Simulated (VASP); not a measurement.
Write the native input for VASP 6.6.1 that does the following.

```
Task                   : electric field gradients
Functional             : PBEsol
Potentials or basis    : VASP PAW PBE potentials, release 64 (Ta_sv_GW, N)
Cutoff                 : 520 eV
k mesh                 : 9 × 9 × 9
Occupations            : fermi-dirac, width 0.02 eV
Spin                   : no spin polarisation
Dipole correction      : no
Second run             : valence_matched
Further INCAR settings : ALGO = Normal; EDIFF = 1e-08; NBANDS = 16
```

The structure of TaN lies in POSCAR:

```
TaN
1.0
   -0.0217900000      2.1681050000      2.1681050000
    2.1681050000     -0.0217900000      2.1681050000
    2.1681050000      2.1681050000     -0.0217900000
Ta N
1 1
Direct
    0.5000000000      0.5000000000      0.5000000000
    0.0000000000      0.0000000000      0.0000000000
```

This cell differs from its parent crystal: equal xy, yz and zx shear strains of -1 %.

One way to write it, as run:

INCAR

```
PREC = Accurate
ENCUT = 520
EDIFF = 1E-8
ISMEAR = -1
SIGMA = 0.02
LREAL = F
LASPH = T
NELM = 120
ALGO = Normal
ISIF = 2
LWAVE = F
LCHARG = F
GGA = PS
LEFG = T
NBANDS = 16
GGA_COMPAT = F
```

KPOINTS

```
regular mesh
0
Gamma
  9 9 9
```

Potentials or basis: VASP PAW PBE potentials, release 64 (Ta_sv_GW, N).

The run is started by

```console
$ cat potpaw_PBE.64/Ta_sv_GW/POTCAR potpaw_PBE.64/N/POTCAR > POTCAR
$ mpirun -np 1 vasp_std > vasp.out
```

Results of the run:

The pressure is 4.2 GPa and the band gap on the k mesh is zero (band 9 reaches 15.71 eV, above the bottom of band 10 at 11.79 eV).

Caveat: the cell differs from its parent crystal (equal xy, yz and zx shear strains of -1 %); without QUAD_EFG the Cq values of the log hold for a quadrupole moment of 1 mb, not for the nuclei; the PAW data sets were made with another functional, which shifts forces and pressure a little; spin-orbit coupling is left out, which moves the levels of the heavy elements.

It used 42 s of CPU time on 1 thread of AMD EPYC 7R13 Processor (Zen 3), on a shared host.
